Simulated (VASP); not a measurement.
# Rh (P6_3/mmc) in VASP: notebook, part 2 of 2

VASP 6.6.1. The steps go on from the part before.

### 4 Single point, PBEsol (strain +0.040 along x and y, +0.000 along z)

The input, INCAR:

```
PREC     = Accurate       # precision mode
ENCUT    = 520            # plane-wave cutoff, eV
EDIFF    = 1E-6           # SCF threshold, eV
ISMEAR   = 0              # smearing method
SIGMA    = 0.15           # smearing width, eV
LREAL    = F              # projectors in reciprocal space
LASPH    = T              # aspherical terms in the spheres
NELM     = 100            # most SCF steps
ALGO     = Fast           # electronic algorithm
ISIF     = 2              # what is computed and relaxed
LWAVE    = F              # write WAVECAR
LCHARG   = F              # write CHGCAR
GGA      = PS             # functional
NBANDS   = 22             # bands
```

The input, KPOINTS:

```
Automatic mesh
0
Gamma
  24 24 14
```

The input, POSCAR:

```
Rh
1.0
    2.7962855282      0.0000000000      0.0000000000
   -1.3981427641      2.4216543036      0.0000000000
    0.0000000000      0.0000000000      4.3290202437
Rh
2
Direct
    0.6666666667      0.3333333333      0.7500000000
    0.3333333333      0.6666666667      0.2500000000
```

Potentials or basis: VASP PAW PBE potentials, release 64 (Rh_pv).

Launch:

```
cat potpaw_PBE.64/Rh_pv/POTCAR > POTCAR
mpirun -np 1 vasp_std > vasp.out
```

OUTCAR:

```text
PREC = Accurate
   ENCUT = 520
   EDIFF = 1E-6
   ISMEAR = 0
   LREAL = F
   LASPH = T
   NELM = 100
   ISIF = 2
   GGA = PS

 ion  position               nearest neighbor table
   1  0.667  0.333  0.750-   2 2.70   2 2.70   2 2.70   2 2.70   2 2.70   2 2.70
   2  0.333  0.667  0.250-   1 2.70   1 2.70   1 2.70   1 2.70   1 2.70   1 2.70

  LATTYP: Found a hexagonal cell.
 ALAT       =     2.7962855282
 C/A-ratio  =     1.5481324064

  Lattice vectors:

[... 191 lines left out ...]
      1     -36.2700      2.00000
      2     -35.6909      2.00000
      3     -35.6909      2.00000
      4     -35.6008      2.00000
      5     -35.5799      2.00000
      6     -35.5799      2.00000
[... 589 lines left out ...]
     21      22.6251      0.00000
     22      24.5582      0.00000

 [... further k-points ...]
[... 5 lines left out ...]
  --------------------------------------------------------------------------------------
  -------------------------------------------------------------------------------------
  Total       -3.7663402     -3.7663402     -2.3676650      0.0000000      0.0000000      0.0000000
  in kB     -205.8480951   -205.8480951   -129.4039549      0.0000000      0.0000000      0.0000000
  external PRESSURE =    -180.3667150 kB  Pullay stress =       0.0000000 kB

 VOLUME and BASIS-vectors are now :
 -----------------------------------------------------------------------------
  energy-cutoff  :      520.00
  volume of cell :       29.31
      direct lattice vectors                 reciprocal lattice vectors
     2.796285528  0.000000000  0.000000000     0.357617271  0.206470428  0.000000000
    -1.398142764  2.421654304  0.000000000     0.000000000  0.412940856  0.000000000
     0.000000000  0.000000000  4.329020244     0.000000000  0.000000000  0.230999151

 POSITION                                       TOTAL-FORCE (eV/Angst)
 -----------------------------------------------------------------------------------
      1.39814      0.80722      3.24677        -0.000000      0.000000      0.000000
     -0.00000      1.61444      1.08226         0.000000     -0.000000      0.000000
 -----------------------------------------------------------------------------------
    total drift:                               -0.000000      0.000000     -0.000000

  FREE ENERGIE OF THE ION-ELECTRON SYSTEM (eV)
  ---------------------------------------------------
  free  energy   TOTEN  =       -16.0570597871 eV

  energy  without entropy=      -16.0148794675  energy(sigma->0) =      -16.03596963
```

It took 90 s on 1 thread of Intel Xeon 6975P-C (Granite Rapids), shared host; peak memory 0.34 GiB.

Results:

| Quantity | Value |
| --- | --- |
| Free energy | -16.0571 eV |
| Pressure | -18.0 GPa |
| Band gap on the k mesh | zero (bands 15 and 16 overlap by 2.10 eV) |

Levels at points of the mesh, in eV from the Fermi level:
| k point | band 12 | band 13 | band 14 | band 15 | band 16 | band 17 | band 18 | band 19 |
| --- | --- | --- | --- | --- | --- | --- | --- | --- |
| (0.00, 0.00, 0.00) | -2.23 | -2.23 | -2.03 | -2.03 | 0.10 | 0.10 | 1.14 | 8.57 |
| (0.50, 0.00, 0.00) | -2.15 | -1.89 | 0.17 | 0.53 | 0.68 | 2.68 | 4.60 | 9.94 |
| (0.00, 0.00, 0.50) | -2.98 | -2.82 | -2.82 | -0.40 | -0.40 | -0.40 | -0.40 | 14.84 |
| (0.50, 0.00, 0.50) | -1.68 | -0.32 | -0.32 | 0.40 | 0.40 | 2.48 | 2.48 | 8.57 |

Caveat: the cell differs from its parent crystal (strain +0.040 along x and y, +0.000 along z); the stress differs along the axes, from -21 to -13 GPa; the PAW data sets were made with another functional, which shifts forces and pressure a little.

### 5 Single point, PBEsol (strain +0.080 along x and y, -0.040 along z)

The input, INCAR:

```
PREC = Accurate
ENCUT = 520
EDIFF = 1E-6
ISMEAR = 0
SIGMA = 0.15
LREAL = F
LASPH = T
NELM = 100
ALGO = Fast
ISIF = 2
LWAVE = F
LCHARG = F
GGA = PS
NBANDS = 22
```

KPOINTS is that of step 4.

The input, POSCAR:

```
Rh
1.0
    2.9038349716      0.0000000000      0.0000000000
   -1.4519174858      2.5147948538      0.0000000000
    0.0000000000      0.0000000000      4.1558594340
Rh
2
Direct
    0.6666666667      0.3333333333      0.7500000000
    0.3333333333      0.6666666667      0.2500000000
```

Potentials or basis: VASP PAW PBE potentials, release 64 (Rh_pv).

Launch:

```
cat potpaw_PBE.64/Rh_pv/POTCAR > POTCAR
mpirun -np 1 vasp_std > vasp.out
```

OUTCAR:

```text
PREC = Accurate
   ENCUT = 520
   EDIFF = 1E-6
   ISMEAR = 0
   LREAL = F
   LASPH = T
   NELM = 100
   ISIF = 2
   GGA = PS

 ion  position               nearest neighbor table
   1  0.667  0.333  0.750-   2 2.67   2 2.67   2 2.67   2 2.67   2 2.67   2 2.67
   2  0.333  0.667  0.250-   1 2.67   1 2.67   1 2.67   1 2.67   1 2.67   1 2.67

  LATTYP: Found a hexagonal cell.
 ALAT       =     2.9038349716
 C/A-ratio  =     1.4311624024

  Lattice vectors:

[... 191 lines left out ...]
      1     -36.8114      2.00000
      2     -36.2335      2.00000
      3     -36.2335      2.00000
      4     -36.1166      2.00000
      5     -36.0867      2.00000
      6     -36.0867      2.00000
[... 589 lines left out ...]
     21      21.1724      0.00000
     22      24.2067      0.00000

 [... further k-points ...]
[... 5 lines left out ...]
  --------------------------------------------------------------------------------------
  -------------------------------------------------------------------------------------
  Total       -5.1413623     -5.1413623     -1.7749567      0.0000000     -0.0000000      0.0000000
  in kB     -271.4272483   -271.4272483    -93.7050495      0.0000000     -0.0000000      0.0000000
  external PRESSURE =    -212.1865154 kB  Pullay stress =       0.0000000 kB

 VOLUME and BASIS-vectors are now :
 -----------------------------------------------------------------------------
  energy-cutoff  :      520.00
  volume of cell :       30.35
      direct lattice vectors                 reciprocal lattice vectors
     2.903834972  0.000000000  0.000000000     0.344372187  0.198823375  0.000000000
    -1.451917486  2.514794854  0.000000000     0.000000000  0.397646750  0.000000000
     0.000000000  0.000000000  4.155859434     0.000000000  0.000000000  0.240624115

 POSITION                                       TOTAL-FORCE (eV/Angst)
 -----------------------------------------------------------------------------------
      1.45192      0.83826      3.11689         0.000000     -0.000000      0.000000
     -0.00000      1.67653      1.03896        -0.000000      0.000000      0.000000
 -----------------------------------------------------------------------------------
    total drift:                                0.000000     -0.000000      0.000000

  FREE ENERGIE OF THE ION-ELECTRON SYSTEM (eV)
  ---------------------------------------------------
  free  energy   TOTEN  =       -15.8006495132 eV

  energy  without entropy=      -15.7514979980  energy(sigma->0) =      -15.77607376
```

stdout:

```text
POSCAR found type information on POSCAR Rh
 POSCAR found :  1 types and       2 ions
 scaLAPACK will be used
 -----------------------------------------------------------------------------
|                                                                             |
|                                                                             |
|     You enforced a specific xc type in the INCAR file but a different       |
|     I HOPE YOU KNOW WHAT YOU ARE DOING!                                     |
|                                                                             |
 -----------------------------------------------------------------------------

 LDA part: xc-table for (Slater+PW92), standard interpolation
 POSCAR, INCAR and KPOINTS ok, starting setup
 FFT: planning ... GRIDC
 FFT: planning ... GRID_SOFT
 FFT: planning ... GRID
 WAVECAR not read
 entering main loop
```

Wall time 1.9 min (1 thread of Intel Xeon Platinum 8559C (Emerald Rapids), shared host); peak memory 0.35 GiB.

What came out:

```
Free energy            : -15.8006 eV
Pressure               : -21.2 GPa
Band gap on the k mesh : zero (bands 15 and 16 overlap by 1.61 eV)
```

Levels at points of the mesh, in eV from the Fermi level:
| k point | band 13 | band 14 | band 15 | band 16 | band 17 | band 18 |
| --- | --- | --- | --- | --- | --- | --- |
| (0.00, 0.00, 0.00) | -2.01 | -2.01 | -1.84 | 0.13 | 0.13 | 2.05 |
| (0.50, 0.00, 0.00) | -1.42 | -0.16 | 0.33 | 0.88 | 2.37 | 4.10 |
| (0.00, 0.00, 0.50) | -2.34 | -2.34 | -0.25 | -0.25 | -0.25 | -0.25 |
| (0.50, 0.00, 0.50) | -0.35 | -0.35 | 0.17 | 0.17 | 2.37 | 2.37 |

Caveat: the cell differs from its parent crystal (strain +0.080 along x and y, -0.040 along z); the stress differs along the axes, from -27 to -9 GPa; the PAW data sets were made with another functional, which shifts forces and pressure a little.

### 6 Single point, PBEsol (strain +0.040 along x and y, +0.040 along z)

The input, INCAR:

```
  ALGO = Fast
  EDIFF = 1E-7
  ENCUT = 520
  GGA = PS
  ISIF = 2
  ISMEAR = 0
  LASPH = T
  LCHARG = F
  LREAL = F
  LWAVE = F
  NBANDS = 22
  NELM = 80
  PREC = Accurate
  SIGMA = 0.15
```

The input, KPOINTS:

```
k-points
0
Gamma
  24 24 14
```

The input, POSCAR:

```
Rh
1.0
    2.7962855282      0.0000000000      0.0000000000
   -1.3981427641      2.4216543036      0.0000000000
    0.0000000000      0.0000000000      4.5021810534
Rh
2
Direct
    0.6666666667      0.3333333333      0.7500000000
    0.3333333333      0.6666666667      0.2500000000
```

Potentials or basis: VASP PAW PBE potentials, release 64 (Rh_pv).

Launch:

```
cat potpaw_PBE.64/Rh_pv/POTCAR > POTCAR
mpirun -np 1 vasp_std > vasp.out
```

Run time: 2.4 min. Hardware: 1 thread of Intel Xeon Platinum 8559C (Emerald Rapids), shared host; peak memory 0.35 GiB.

It converged, with:

```
Free energy            : -15.9139 eV
Pressure               : -25.3 GPa
Band gap on the k mesh : zero (bands 15 and 16 overlap by 2.06 eV)
```

Stress tensor (GPa, compression positive):
```
-25.14   0.00   0.00
  0.00 -25.14   0.00
  0.00   0.00 -25.55
```

Levels at points of the mesh, in eV from the Fermi level:
| k point | band 11 | band 12 | band 13 | band 14 | band 15 | band 16 | band 17 | band 18 | band 19 | band 20 |
| --- | --- | --- | --- | --- | --- | --- | --- | --- | --- | --- |
| (0.00, 0.00, 0.00) | -2.59 | -2.14 | -2.14 | -1.66 | -1.66 | 0.12 | 0.12 | 0.82 | 7.67 | 15.75 |
| (0.50, 0.00, 0.00) | -2.31 | -1.91 | -1.89 | 0.33 | 0.53 | 0.60 | 2.69 | 4.57 | 9.55 | 10.02 |
| (0.00, 0.00, 0.50) | -2.69 | -2.69 | -2.69 | -2.69 | -0.38 | -0.38 | -0.38 | -0.38 | 14.30 | 14.30 |
| (0.50, 0.00, 0.50) | -1.44 | -1.44 | -0.25 | -0.25 | 0.50 | 0.50 | 2.48 | 2.48 | 8.31 | 8.31 |

Caveat: the cell differs from its parent crystal (strain +0.040 along x and y, +0.040 along z); the cell stands under tension; the PAW data sets were made with another functional, which shifts forces and pressure a little.

### 7 The runs side by side

```tsv
cell	further INCAR settings	gap on the mesh (eV)	pressure (GPa)
a = 2.904, b = 2.904, c = 3.983 Å, angles 90.0, 90.0, 120.0°, 2 atoms	ALGO = Fast; EDIFF = 1e-07; NBANDS = 22	none	-10.4
a = 2.689, b = 2.689, c = 4.675 Å, angles 90.0, 90.0, 120.0°, 2 atoms	ALGO = Fast; EDIFF = 1e-07; NBANDS = 22	none	-17.3
a = 2.796, b = 2.796, c = 4.329 Å, angles 90.0, 90.0, 120.0°, 2 atoms	ALGO = Fast; EDIFF = 1e-06; NBANDS = 22	none	-18.0
a = 2.904, b = 2.904, c = 4.156 Å, angles 90.0, 90.0, 120.0°, 2 atoms	ALGO = Fast; EDIFF = 1e-06; NBANDS = 22	none	-21.2
a = 2.796, b = 2.796, c = 4.502 Å, angles 90.0, 90.0, 120.0°, 2 atoms	ALGO = Fast; EDIFF = 1e-07; NBANDS = 22	none	-25.3
```

Alike in all rows: task single point; level PBEsol; potentials or basis VASP PAW PBE potentials, release 64 (Rh_pv); no spin polarisation; k mesh 24 × 24 × 14; cutoff (eV) 520; smearing gaussian 0.15 eV.

Caveats: the PAW data sets were made with another functional, which shifts forces and pressure a little; the stress differs along the axes, from -20 to 9 GPa (at least some runs); the stress differs along the axes, from -28 to -12 GPa (at least some runs); the stress differs along the axes, from -21 to -13 GPa (at least some runs); the stress differs along the axes, from -27 to -9 GPa (at least some runs); the cell stands under tension (at least some runs).

Total energies depend on the potentials used, so only differences within one code and one set of settings carry meaning.
